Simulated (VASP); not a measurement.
A run of VASP 6.6.1 is set up as follows.

INCAR

```
ALGO = Fast
EDIFF = 1E-6
ENCUT = 520
ISIF = 2
ISMEAR = 0
LASPH = T
LCHARG = T
LELF = T
LREAL = F
LVHAR = T
LWAVE = F
NBANDS = 17
NELM = 80
PREC = Accurate
SIGMA = 0.15
```

The input KPOINTS:

```
k-points
0
Gamma
  20 20 20
```

The input POSCAR:

```
Al2Ru
1.0
   -1.6691049708      1.6691049708      4.4977202016
    1.6691049708     -1.6691049708      4.4977202016
    1.6691049708      1.6691049708     -4.4977202016
Al Ru
2 1
Direct
    0.6590860915      0.6590860915      0.0000000000
    0.3409139085      0.3409139085      0.0000000000
    0.0000000000      0.0000000000      0.0000000000
```

Potentials or basis: VASP PAW LDA potentials, release 64 (Al, Ru_pv).

Run with:

```console
$ cat potpaw_LDA.64/Al/POTCAR potpaw_LDA.64/Ru_pv/POTCAR > POTCAR
$ mpirun -np 1 vasp_std > vasp.out
```

Estimate the band gap on the k mesh.

zero (bands 10 and 11 overlap by 0.20 eV).

What does it give for the pressure?

-25.9 GPa.

What does it give for the largest force?

0.558 eV/Å.

Stress tensor (GPa, compression positive):
```
-25.45   0.00   0.00
  0.00 -25.45   0.00
  0.00   0.00 -26.90
```

Caveat: the cell stands under tension.
